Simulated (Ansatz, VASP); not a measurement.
**CaSe in VASP and in Ansatz**

File POSCAR:

```
CaSe
1.0
    0.0166181967      2.9675351259      2.9675351259
    2.9675351259      0.0166181967      2.9675351259
    2.9841533226      2.9841533226      0.0000000000
Ca Se
1 1
Direct
    0.0000000000      0.0000000000      0.0000000000
    0.5000000000      0.5000000000      0.5000000000
```

The input INCAR.step1:

```
  PREC = Accurate
  ENCUT = 520
  ISMEAR = 0
  SIGMA = 0.01
  LREAL = False
  LASPH = True
  NELM = 60
  NBANDS = 15
  GGA = PE
  ALGO = Normal
  EDIFF = 1E-4
  LWAVE = True
  LCHARG = False
```

Contents of INCAR.step2:

```
  PREC = Accurate
  ENCUT = 520
  EDIFF = 1E-6
  ISMEAR = 0
  SIGMA = 0.01
  LREAL = False
  LASPH = True
  NELM = 60
  ALGO = Normal
  ISIF = 2
  LWAVE = False
  LCHARG = False
  METAGGA = R2SCAN
  LMIXTAU = True
  NBANDS = 15
  ISTART = 1
```

The input KPOINTS:

```
Automatic mesh
0
Gamma
  8 8 8
```

Input for Ansatz:

```yaml
crystal:
  lattice:
    - [0.0166181967, 2.9675351259, 2.9675351259]
    - [2.9675351259, 0.0166181967, 2.9675351259]
    - [2.9841533226, 2.9841533226, 0.0]
  atoms:
    - { symbol: Ca, position: [0.0, 0.0, 0.0] }
    - { symbol: Se, position: [0.5, 0.5, 0.5] }
kpoints:
  mp_grid: { grid: [8, 8, 8] }
  band_path:
    path:
      - [0.0, 0.0, 0.0]
      - [0.5, 0.0, 0.5]
      - [0.625, 0.25, 0.625]
      - [0.375, 0.375, 0.75]
      - [0.5, 0.5, 0.5]
      - [0.5, 0.25, 0.75]
      - [0.5, 0.5, 0.0]
    npoints: 1
hamiltonian:
  xc: r2scan
scf:
  occupations: { method: fixed }
  n_extra_bands: 4
output:
  forces: true
  stress: true
  eigenvalues: true
```

Change from the starting cell: shear_xy strain +1.1%.

Alike in both runs: task single point; functional r2SCAN; k mesh 8 × 8 × 8; no spin polarisation.

```csv
,VASP,Ansatz
version,VASP 6.6.1,Ansatz 0.2.0
potentials or method,"VASP PAW PBE potentials, release 64 (Ca_sv, Se)","plane waves, PAW"
plane-wave cutoff (eV),520,500
occupations,"gaussian, width 0.01 eV",fixed
valence electrons in the cell,16,26
```

|  | VASP | Ansatz | Ansatz less VASP |
| --- | --- | --- | --- |
| gap on the k mesh at the Fermi level (eV) | 2.48 | 2.48 | +0.001 |
| pressure (GPa) | 0.2 | 0.0 | -0.26 |
| traceless stress, the component that is largest in VASP (GPa) | -0.33 | -0.33 | -0.002 |

VASP's potentials were made for PBE, not for r2SCAN. VASP's potentials hold 16 valence electrons a cell and Ansatz's 26, so a difference there can come from the potentials and not from the codes.
